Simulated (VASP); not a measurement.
Here is a VASP 6.6.1 calculation.

Contents of INCAR:

```
SYSTEM = Si3Ge
  ALGO = Normal
  EDIFF = 1E-7
  ENCUT = 520
  GGA = PE
  ISIF = 2
  ISMEAR = 0
  LASPH = .True.
  LCHARG = .False.
  LREAL = .False.
  LWAVE = .False.
  NBANDS = 21
  NELM = 60
  PREC = Accurate
  SIGMA = 0.1
```

Contents of KPOINTS:

```
k-points
0
Gamma
  12 12 8
  0 0 0
```

POSCAR

```
Si3Ge
1.0
    3.6411686564      0.0000000000      0.0000000000
   -1.8205843282      3.1533445560      0.0000000000
    0.0000000000      0.0000000000      6.0260646721
Si Ge
3 1
Direct
    0.0000000000      0.0000000000      0.7681805645
    0.3333333333      0.6666666667      0.0000000000
    0.0000000000      0.0000000000      0.2318194355
    0.6666666667      0.3333333333      0.5000000000
```

Potentials or basis: VASP PAW PBE potentials, release 64 (Si, Ge_d).

Launch:

```sh
$ cat potpaw_PBE.64/Si/POTCAR potpaw_PBE.64/Ge_d/POTCAR > POTCAR
$ mpirun -np 1 vasp_std > vasp.out
```

(1) Estimate the largest force.

(2) Estimate the pressure.

(3) What does it give for the band gap on the k mesh?

Results:

(1) 0.006 eV/Å.

(2) 0.0 GPa.

(3) zero (bands 13 and 14 overlap by 4.04 eV).
